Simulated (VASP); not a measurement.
The system is In5P3.

```xyz
8
Lattice="5.6381 0.0000 0.0000 0.0000 5.6381 0.0000 0.0000 0.0000 5.6381" Properties=species:S:1:pos:R:3 pbc="T T T"
In    0.0000    0.0000    0.0000
In    2.8191    2.8191    2.8191
In    0.0000    2.8191    2.8191
In    2.8191    0.0000    2.8191
In    2.8191    2.8191    0.0000
P     2.8191    0.0000    0.0000
P     0.0000    2.8191    0.0000
P     0.0000    0.0000    2.8191
```

* Program: VASP 6.6.1
* Task: relaxation of cell and atoms
* Functional: PBE
* Potentials or basis: VASP PAW PBE potentials, release 64 (In_d, P)
* Cutoff: 600 eV
* k mesh: 4 × 4 × 4
* Occupations: gaussian, width 0.1 eV
* Spin: no spin polarisation

At the start: pressure 3.0 GPa; volume 22.40 Å³/atom.

Q: Where does the relaxation end?

A: Over 3 steps the energy falls by 9.7 meV/atom and the volume is 23.48 Å³/atom (+4.8 %); space group Pm-3m (No. 221, to 0.05 Å).

The path:
```
step  energy change (eV)  largest force (eV/Å)  pressure (GPa)  volume (Å³)
   1              0.0000                0.0000            3.01       179.23
   2             -0.0712                0.0000           -0.75       190.38
   3             -0.0773                0.0000           -0.02       187.81
```

Final structure:
```
In P
1.0
     5.72670    0.00000    0.00000
     0.00000    5.72670    0.00000
     0.00000    0.00000    5.72670
In P
5 3
Direct
  0.00000 0.00000 0.00000
  0.50000 0.50000 0.50000
  0.00000 0.50000 0.50000
  0.50000 0.00000 0.50000
  0.50000 0.50000 0.00000
  0.50000 0.00000 0.00000
  0.00000 0.50000 0.00000
  0.00000 0.00000 0.50000
```
